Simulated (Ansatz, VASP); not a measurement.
# Two plane-wave programs on PbI2

```
Pb I
1.0
     4.55500    0.00000    0.00000
    -2.27750    3.94475    0.00000
     0.00000    0.00000    6.97700
Pb I
1 2
Direct
  0.00000 0.00000 0.00000
  0.33333 0.66667 0.26500
  0.66667 0.33333 0.73500
```

Alike in both runs: task single point; functional PBEsol; k mesh 6 × 6 × 2; occupations gaussian, width 0.1 eV; no spin polarisation.

|  | VASP | Ansatz |
| --- | --- | --- |
| version | VASP 6.6.1 | Ansatz 0.2.0 |
| potentials or method | VASP PAW PBE potentials, release 64 (Pb_d, I), cutoff 500 eV | scalar-relativistic, plane waves, PAW |
| valence electrons in the cell | 28 | 48 |

```csv
,VASP,Ansatz,Ansatz less VASP
gap on the k mesh at the Fermi level (eV),2.11,2.12,+0.002
least direct gap on the mesh (eV),2.11,2.12,+0.002
pressure (GPa),0.1,0.1,0.00
"traceless stress, the component that is largest in VASP (GPa)",0.10,0.10,-0.002
rms of the force components (eV/Å),0.005,0.004,-0.0010
```

VASP's potentials were made for PBE, not for PBEsol. Atom by atom the forces differ by 0.001 eV/Å (rms over components). The functional is the same, so the differences come from potentials, cutoffs and numerics. VASP's potentials hold 28 valence electrons a cell and Ansatz's 48, so a difference there can come from the potentials and not from the codes.

The k mesh is coarse, so the values compare programs but aren't converged. Neither program's run includes spin-orbit coupling.
